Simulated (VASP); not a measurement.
# Ti in VASP: further runs

Runs on Ti. Level: PBE. Tasks: single point.

All numbers are computed with VASP 6.6.1; they aren't measurements. Logs are shortened: lines on timing, memory, paths and dates and some standing lists are left out, and cuts for length are marked.

### Step 1. The cell of the first run

Symmetry: I4/mmm, No. 139, tetragonal system. Conventional cell: a = 2.907 Å, b = 2.907 Å, c = 3.824 Å, α = 90.00°, β = 90.00°, γ = 90.00°. Within 3.9 Å of Ti (site symmetry 4/mmm) lie 14 Ti at 2.81 to 3.82 Å.

### Step 2. Single point, PBE (normal strain along x -0.0700, normal strain along y +0.0000)

File INCAR:

```
SYSTEM = Ti
ALGO = Normal
EDIFF = 1E-6
ENCUT = 520
GGA = PE
ISIF = 2
ISMEAR = 0
LASPH = .TRUE.
LCHARG = .TRUE.
LELF = .TRUE.
LREAL = .FALSE.
LVHAR = .TRUE.
LWAVE = .FALSE.
NBANDS = 12
NELM = 80
PREC = Accurate
SIGMA = 0.15
```

File KPOINTS:

```
k-points
0
G
  18 18 18
  0 0 0
```

File POSCAR:

```
Ti
1.0
    0.0000000000      2.0558584513      2.0558584513
    1.9119483597      0.0000000000      2.0558584513
    1.9119483597      2.0558584513      0.0000000000
Ti
1
Direct
    0.0000000000      0.0000000000      0.0000000000
```

Potentials or basis: VASP PAW PBE potentials, release 64 (Ti_sv).

Command:

```console
$ cat potpaw_PBE.64/Ti_sv/POTCAR > POTCAR
$ mpirun -np 1 vasp_std > vasp.out
```

OUTCAR:

```text
SYSTEM = Ti
   EDIFF = 1E-6
   ENCUT = 520
   GGA = PE
   ISIF = 2
   ISMEAR = 0
   LASPH = .TRUE.
   LREAL = .FALSE.
   NELM = 80
   PREC = Accurate

 ion  position               nearest neighbor table
   1  0.000  0.000  0.000-

  LATTYP: Found a body centered tetragonal cell.
 ALAT       =     2.9074229041
 C/A-ratio  =     1.3152186130

  Lattice vectors:

 A1 = (  -1.9119483597,   0.0000000000,  -2.0558584513)
 A2 = (  -1.9119483597,   0.0000000000,   2.0558584513)
 A3 = (   1.9119483597,   2.0558584513,   0.0000000000)

Analysis of symmetry for initial positions (statically):
=====================================================================
 Subroutine PRICEL returns:
 Original cell was already a primitive cell.

 Routine SETGRP: Setting up the symmetry group for a
 body centered tetragonal supercell.

 Subroutine GETGRP returns: Found 16 space group operations
 (whereof 16 operations were pure point group operations)
 out of a pool of 16 trial point group operations.

The static configuration has the point symmetry D_4h.

Analysis of symmetry for dynamics (positions and initial velocities):
=====================================================================
 Subroutine PRICEL returns:
 Original cell was already a primitive cell.

 Routine SETGRP: Setting up the symmetry group for a
 body centered tetragonal supercell.

 Subroutine GETGRP returns: Found 16 space group operations
 (whereof 16 operations were pure point group operations)
 out of a pool of 16 trial point group operations.

The dynamic configuration has the point symmetry D_4h.

 Subroutine INISYM returns: Found 16 space group operations
 (whereof 16 operations are pure point group operations),
 and found     1 'primitive' translations

----------------------------------------------------------------------------------------

                                     Primitive cell

  volume of cell :      16.1619

  direct lattice vectors                    reciprocal lattice vectors
     0.000000000  2.055858451  2.055858451    -0.261513339  0.243207405  0.243207405
     1.911948360  0.000000000  2.055858451     0.261513339 -0.243207405  0.243207405
     1.911948360  2.055858451  0.000000000     0.261513339  0.243207405 -0.243207405

  length of vectors
     2.907422904  2.807507881  2.807507881     0.432075122  0.432075122  0.432075122

  position of ions in fractional coordinates (direct lattice)
     0.000000000  0.000000000  0.000000000
[... 77 lines left out ...]
   LREAL  =      F    real-space projection
   EDIFFG = 0.1E-04   stopping-criterion for IOM
   NSW    =      0    number of steps for IOM
   IBRION =     -1    ionic relax: 0-MD 1-quasi-New 2-CG
   NFREE  =      0    steps in history (QN), initial steepest desc. (CG)
   ISIF   =      2    stress and relaxation
   ISYM   =      2    0-nonsym 1-usesym 2-fastsym
   POTIM  = 0.5000    time-step for ionic-motion
   TEBEG  =    0.0;   TEEND  =   0.0 temperature during run
   PSTRESS=    0.0 pullay stress
   NELECT =      12.0000    total number of electrons
   NUPDOWN=      -1.0000    fix difference up-down
   EMIN   =  10.00;   EMAX   =-10.00  energy-range for DOS
   EFERMI =   0.00;   METHOD = LEGACY
   ISMEAR =     0;   SIGMA  =   0.15  broadening in eV -4-tet -1-fermi 0-gaus
   EFERMI_NEDOS =   21; number of points for ismear=-14 and -15
   IALGO  =     38    algorithm
   IMIX   =      4    mixing-type and parameters
     AMIX     =   0.40;   BMIX     =  1.00
     AMIX_MAG =   1.60;   BMIX_MAG =  1.00
  volume/ion in A,a.u.               =      16.16       109.07
  Fermi-wavevector in a.u.,A,eV,Ry     =   1.482419  2.801366 29.899713  2.197567
  Thomas-Fermi vector in A             =   2.596208
   LORBIT       =      0    0 simple, 1 ext, 2 COOP (PROOUT), +10 PAW based schemes
   GGA     = PE    functional components
   LHFCALC =     F    Hartree Fock is set to
   AEXX    =    0.0000 exact exchange contribution
   IVDW    =     0    specifies the selected vdW correction
   LEPSILON=     F    determine dielectric tensor
   LRPA    =     F    only Hartree local field effects (RPA)
 non-spin polarized calculation
 Gauss-broadening in eV      SIGMA  =   0.15
  energy-cutoff  :      520.00
  volume of cell :       16.16
 maximum number of plane-waves:       451
 NGX is ok and might be reduce to    24
   NGX = 11   NGY = 11   NGZ = 11

 number of electron      12.0000000 magnetization

 Free energy of the ion-electron system (eV)
  ---------------------------------------------------
  ext. energy  EPLUGINS =         0.00000000
  ---------------------------------------------------
  free energy    TOTEN  =        -7.75095859 eV

  energy without entropy =       -7.73117382  energy(sigma->0) =       -7.74106621

 E-fermi :   8.9965     XC(G=0): -11.8411

 val. band max:        8.9958684177   @ k =  -0.2222   0.3333   0.1667
 cond. band min:       9.0000982194   @ k =   0.3333  -0.3889   0.1111
 fundamental gap:      0.0042298017
 Fermi energy:         8.9965444060

 k-point     1 :       0.0000    0.0000    0.0000
  band No.  band energies     occupation
      1     -47.5829      2.00000
      2     -23.3512      2.00000
      3     -23.3512      2.00000
      4     -23.3411      2.00000
      5       2.7475      2.00000
      6       9.7595      0.00000
      7       9.7595      0.00000
      8      10.3365      0.00000
      9      11.3533      0.00000
     10      12.0227      0.00000
     11      24.7459      0.00000
     12      28.8502      0.00000
[... 331 lines left out ...]
 k-point    24 :      -0.2222    0.0556    0.0000
  band No.  band energies     occupation
      1     -47.5018      2.00000
      2     -23.7655      2.00000
      3     -23.4397      2.00000
      4     -23.3740      2.00000
      5       4.6262      2.00000
      6       9.0497      0.61653
      7       9.9208      0.00000
      8      10.5491      0.00000
      9      11.5588      0.00000
     10      11.9907      0.00000
     11      23.0038      0.00000
     12      25.4177      0.00000

 [... further k-points ...]
[... 5 lines left out ...]
  --------------------------------------------------------------------------------------
  -------------------------------------------------------------------------------------
  Total        1.0148640      0.7770665      0.7770665      0.0000000      0.0000000     -0.0000000
  in kB      100.6064560     77.0328918     77.0328918      0.0000000      0.0000000     -0.0000000
  external PRESSURE =      84.8907466 kB  Pullay stress =       0.0000000 kB

 VOLUME and BASIS-vectors are now :
 -----------------------------------------------------------------------------
  energy-cutoff  :      520.00
  volume of cell :       16.16
      direct lattice vectors                 reciprocal lattice vectors
     0.000000000  2.055858451  2.055858451    -0.261513339  0.243207405  0.243207405
     1.911948360  0.000000000  2.055858451     0.261513339 -0.243207405  0.243207405
     1.911948360  2.055858451  0.000000000     0.261513339  0.243207405 -0.243207405

 POSITION                                       TOTAL-FORCE (eV/Angst)
 -----------------------------------------------------------------------------------
      0.00000      0.00000      0.00000         0.000000      0.000000     -0.000000
 -----------------------------------------------------------------------------------
    total drift:                                0.000000      0.000000     -0.000000

  FREE ENERGIE OF THE ION-ELECTRON SYSTEM (eV)
  ---------------------------------------------------
  free  energy   TOTEN  =        -7.7509585928 eV

  energy  without entropy=       -7.7311738244  energy(sigma->0) =       -7.74106621
```

Run time: 1.7 min. Hardware: 1 thread of Intel Xeon 8259CL, shared host; peak memory 0.21 GiB.

Results:

```yaml
Free_energy: -7.7510 eV
Pressure: 8.5 GPa
Band_gap_on_the_k_mesh: zero (bands 6 and 7 overlap by 1.37 eV)
```

Levels at points of the mesh, in eV from the Fermi level:
```csv
k point,band 2,band 3,band 4,band 5,band 6,band 7,band 8,band 9,band 10,band 11
"(0.00, 0.00, 0.00)",-32.35,-32.35,-32.34,-6.25,0.76,0.76,1.34,2.36,3.03,15.75
"(0.50, 0.00, 0.00)",-33.19,-32.49,-32.41,-2.74,0.45,0.85,1.17,3.75,4.06,8.98
"(0.50, 0.50, 0.00)",-33.13,-32.65,-32.56,-2.83,-1.80,2.74,3.87,3.98,4.40,10.98
"(0.00, 0.50, 0.50)",-33.12,-32.71,-32.71,-2.80,-2.03,3.89,4.20,4.23,4.23,11.68
```

Caveat: the cell differs from its parent crystal (normal strain along x -0.0700, normal strain along y +0.0000); the cell stands under pressure.

### Step 3. Single point, PBE (normal strain along x -0.0467, normal strain along y +0.0000)

File INCAR:

```
PREC = Accurate
ENCUT = 520
EDIFF = 1E-6
ISMEAR = 0
SIGMA = 0.15
LREAL = False
LASPH = True
NELM = 60
ALGO = Normal
ISIF = 2
LWAVE = False
LCHARG = False
GGA = PE
NBANDS = 12
```

File KPOINTS:

```
Automatic mesh
0
Gamma
  18 18 18
```

File POSCAR:

```
Ti
1.0
    0.0000000000      2.0558584513      2.0558584513
    1.9598498616      0.0000000000      2.0558584513
    1.9598498616      2.0558584513      0.0000000000
Ti
1
Direct
    0.0000000000      0.0000000000      0.0000000000
```

Potentials or basis: VASP PAW PBE potentials, release 64 (Ti_sv).

Command:

```console
$ cat potpaw_PBE.64/Ti_sv/POTCAR > POTCAR
$ mpirun -np 1 vasp_std > vasp.out
```

Wall time 94 s (1 thread of Intel Xeon 8259CL, shared host); peak memory 0.21 GiB.

Results (log left out):

| Item | Value |
| --- | --- |
| Free energy | -7.7719 eV |
| Pressure | 5.3 GPa |
| Band gap on the k mesh | zero (bands 6 and 7 overlap by 1.36 eV) |

Stress tensor (GPa, compression positive):
```
6.42 0.00 0.00
0.00 4.76 0.00
0.00 0.00 4.76
```

Levels at points of the mesh, in eV from the Fermi level:
```tsv
k point	band 3	band 4	band 5	band 6	band 7	band 8	band 9	band 10
(0.00, 0.00, 0.00)	-32.43	-32.42	-6.20	0.79	0.79	1.17	2.41	2.85
(0.50, 0.00, 0.00)	-32.55	-32.50	-2.69	0.56	0.76	1.02	3.69	3.88
(0.50, 0.50, 0.00)	-32.71	-32.65	-2.74	-1.78	2.77	3.77	3.93	4.21
(0.00, 0.50, 0.50)	-32.74	-32.74	-2.72	-1.91	3.70	3.77	4.09	4.09
```

Caveat: the cell differs from its parent crystal (normal strain along x -0.0467, normal strain along y +0.0000); the cell stands under pressure.

### Step 4. Single point, PBE (normal strain along x -0.0700, normal strain along y -0.0233)

File INCAR:

```
SYSTEM = Ti
PREC = Accurate
ENCUT = 520
EDIFF = 1E-6
ISMEAR = 0
SIGMA = 0.15
LREAL = .FALSE.
LASPH = .TRUE.
NELM = 60
ALGO = Fast
ISIF = 2
LWAVE = .FALSE.
LCHARG = .FALSE.
GGA = PE
NBANDS = 12
```

File KPOINTS:

```
Automatic mesh
0
G
  18 18 18
  0 0 0
```

File POSCAR:

```
Ti
1.0
    0.0000000000      2.0079569494      2.0558584513
    1.9119483597      0.0000000000      2.0558584513
    1.9119483597      2.0079569494      0.0000000000
Ti
1
Direct
    0.0000000000      0.0000000000      0.0000000000
```

Potentials or basis: VASP PAW PBE potentials, release 64 (Ti_sv).

Command:

```console
$ cat potpaw_PBE.64/Ti_sv/POTCAR > POTCAR
$ mpirun -np 1 vasp_std > vasp.out
```

OUTCAR:

```text
SYSTEM = Ti
   PREC = Accurate
   ENCUT = 520
   EDIFF = 1E-6
   ISMEAR = 0
   LREAL = .FALSE.
   LASPH = .TRUE.
   NELM = 60
   ISIF = 2
   GGA = PE

 ion  position               nearest neighbor table
   1  0.000  0.000  0.000-

  LATTYP: Found a face centered orthorhombic cell.
 ALAT       =     3.8238967194
 B/A-ratio  =     1.0502150538
 C/A-ratio  =     1.0752688172

  Lattice vectors:

 A1 = (   0.0000000000,   2.0079569494,   2.0558584513)
 A2 = (   1.9119483597,   0.0000000000,   2.0558584513)
 A3 = (   1.9119483597,   2.0079569494,   0.0000000000)

Analysis of symmetry for initial positions (statically):
=====================================================================
 Subroutine PRICEL returns:
 Original cell was already a primitive cell.

 Routine SETGRP: Setting up the symmetry group for a
 face centered orthorhombic supercell.

 Subroutine GETGRP returns: Found  8 space group operations
 (whereof  8 operations were pure point group operations)
 out of a pool of  8 trial point group operations.

The static configuration has the point symmetry D_2h.

[... 163 lines left out ...]
 cond. band min:       9.2679318317   @ k =   0.5000   0.1667   0.3333
 fundamental gap:      0.0004367698
 Fermi energy:         9.2675065053

 k-point     1 :       0.0000    0.0000    0.0000
  band No.  band energies     occupation
      1     -47.2786      2.00000
      2     -23.0147      2.00000
      3     -23.0077      2.00000
      4     -23.0017      2.00000
      5       2.9657      2.00000
      6       9.9468      0.00000
      7      10.1708      0.00000
      8      10.5634      0.00000
      9      11.7178      0.00000
     10      12.3518      0.00000
     11      25.1267      0.00000
     12      29.1470      0.00000
[... 331 lines left out ...]
 k-point    24 :      -0.2222    0.0556   -0.0000
  band No.  band energies     occupation
      1     -47.1892      2.00000
      2     -23.4631      2.00000
      3     -23.1064      2.00000
      4     -23.0338      2.00000
      5       4.8835      2.00000
      6       9.3080      0.70276
      7      10.2232      0.00000
      8      10.8271      0.00000
      9      11.9174      0.00000
     10      12.3080      0.00000
     11      23.5173      0.00000
     12      25.8625      0.00000

 [... further k-points ...]
[... 5 lines left out ...]
  --------------------------------------------------------------------------------------
  -------------------------------------------------------------------------------------
  Total        1.2916056      1.1270603      1.0530882      0.0000000      0.0000000      0.0000000
  in kB      131.0951856    114.3941962    106.8861860      0.0000000      0.0000000      0.0000000
  external PRESSURE =     117.4585226 kB  Pullay stress =       0.0000000 kB

 VOLUME and BASIS-vectors are now :
 -----------------------------------------------------------------------------
  energy-cutoff  :      520.00
  volume of cell :       15.79
      direct lattice vectors                 reciprocal lattice vectors
     0.000000000  2.007956949  2.055858451    -0.261513339  0.249009323  0.243207405
     1.911948360  0.000000000  2.055858451     0.261513339 -0.249009323  0.243207405
     1.911948360  2.007956949  0.000000000     0.261513339  0.249009323 -0.243207405

 POSITION                                       TOTAL-FORCE (eV/Angst)
 -----------------------------------------------------------------------------------
      0.00000      0.00000      0.00000         0.000000      0.000000      0.000000
 -----------------------------------------------------------------------------------
    total drift:                                0.000000     -0.000000     -0.000000

  FREE ENERGIE OF THE ION-ELECTRON SYSTEM (eV)
  ---------------------------------------------------
  free  energy   TOTEN  =        -7.7283441153 eV

  energy  without entropy=       -7.7095120305  energy(sigma->0) =       -7.71892807
```

stdout:

```text
POSCAR found type information on POSCAR Ti
 POSCAR found :  1 types and       1 ions
 scaLAPACK will be used
 LDA part: xc-table for (Slater+PW92), standard interpolation
 POSCAR, INCAR and KPOINTS ok, starting setup
 FFT: planning ... GRIDC
 FFT: planning ... GRID_SOFT
 FFT: planning ... GRID
 WAVECAR not read
 entering main loop
WARNING in EDDRMM: call to ZHEGV failed, returncode =   6  3      7
WARNING in EDDRMM: call to ZHEGV failed, returncode =   6  3     10
WARNING in EDDRMM: call to ZHEGV failed, returncode =   6  3      7
WARNING in EDDRMM: call to ZHEGV failed, returncode =   6  3      7
WARNING in EDDRMM: call to ZHEGV failed, returncode =   6  3      6
WARNING in EDDRMM: call to ZHEGV failed, returncode =   6  3      6
WARNING in EDDRMM: call to ZHEGV failed, returncode =   6  3      8
WARNING in EDDRMM: call to ZHEGV failed, returncode =   6  3      5
WARNING in EDDRMM: call to ZHEGV failed, returncode =   6  3      5
WARNING in EDDRMM: call to ZHEGV failed, returncode =   6  3     10
```

It took 5.2 min on 1 thread of Intel Xeon 8259CL, shared host; peak memory 0.28 GiB.

What came out:

```
Free energy            : -7.7283 eV
Pressure               : 11.7 GPa
Band gap on the k mesh : zero (bands 6 and 7 overlap by 1.38 eV)
```

Caveat: the cell differs from its parent crystal (normal strain along x -0.0700, normal strain along y -0.0233); the cell stands under pressure.

### Step 5. Summary

| cell | gap on the mesh (eV) | pressure (GPa) |
| --- | --- | --- |
| a = 2.907, b = 2.808, c = 2.808 Å, angles 62.4, 58.8, 58.8°, 1 atom | none | 8.5 |
| a = 2.907, b = 2.840, c = 2.840 Å, angles 61.6, 59.2, 59.2°, 1 atom | none | 5.3 |
| a = 2.874, b = 2.808, c = 2.773 Å, angles 62.0, 59.6, 58.4°, 1 atom | none | 11.7 |

Alike in all rows: task single point; level PBE; potentials or basis VASP PAW PBE potentials, release 64 (Ti_sv); no spin polarisation; k mesh 18 × 18 × 18; cutoff (eV) 520; smearing gaussian 0.15 eV.

Caveats: the cell stands under pressure.

Total energies depend on the potentials used, so only differences within one code and one set of settings carry meaning.
